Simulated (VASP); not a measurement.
A run of VASP 6.6.1:

INCAR

```
PREC     = Accurate       # precision mode
ENCUT    = 520            # plane-wave cutoff, eV
EDIFF    = 1E-6           # SCF threshold, eV
ISMEAR   = 1              # smearing method
SIGMA    = 0.05           # smearing width, eV
LREAL    = F              # projectors in reciprocal space
LASPH    = T              # aspherical terms in the spheres
NELM     = 120            # most SCF steps
ALGO     = Normal         # electronic algorithm
ISIF     = 2              # what is computed and relaxed
LWAVE    = F              # write WAVECAR
LCHARG   = F              # write CHGCAR
GGA      = PS             # functional
IVDW     = 12             # dispersion correction
NBANDS   = 34             # bands
GGA_COMPAT= F
```

The input KPOINTS:

```
regular mesh
0
Gamma
  2 2 1
```

The input POSCAR:

```
Ba2CuSO2
1.0
    3.9951740000      0.0000000000      0.0000000000
    0.0000000000      3.9951740000      0.0000000000
    0.0000000000      0.0000000000      7.4000870000
Ba Cu S O
2 1 1 2
Direct
    0.4927092037      0.5059051245      0.7570851532
    0.4990959092      0.5055146534      0.2465531824
    0.0164918975     -0.0074910379      0.4979961722
    0.0016399786     -0.0179699307     -0.0052033172
   -0.0067471404      0.4863467774      0.5037197536
    0.5082982619     -0.0186064487      0.4834358028
```

Potentials or basis: VASP PAW PBE potentials, release 64 (Ba_sv, Cu, S, O).

Run with:

```sh
$ cat potpaw_PBE.64/Ba_sv/POTCAR potpaw_PBE.64/Cu/POTCAR potpaw_PBE.64/S/POTCAR potpaw_PBE.64/O/POTCAR > POTCAR
$ mpirun -np 1 vasp_std > vasp.out
```

Hardware: 1 thread of Intel Xeon 8259CL (shared host).

Task: Estimate the wall time of this run.

Result: Run time: 2.5 min on 1 thread of Intel Xeon 8259CL (shared host), peak memory 0.24 GiB. Counts: scf iterations 41, k points 4.
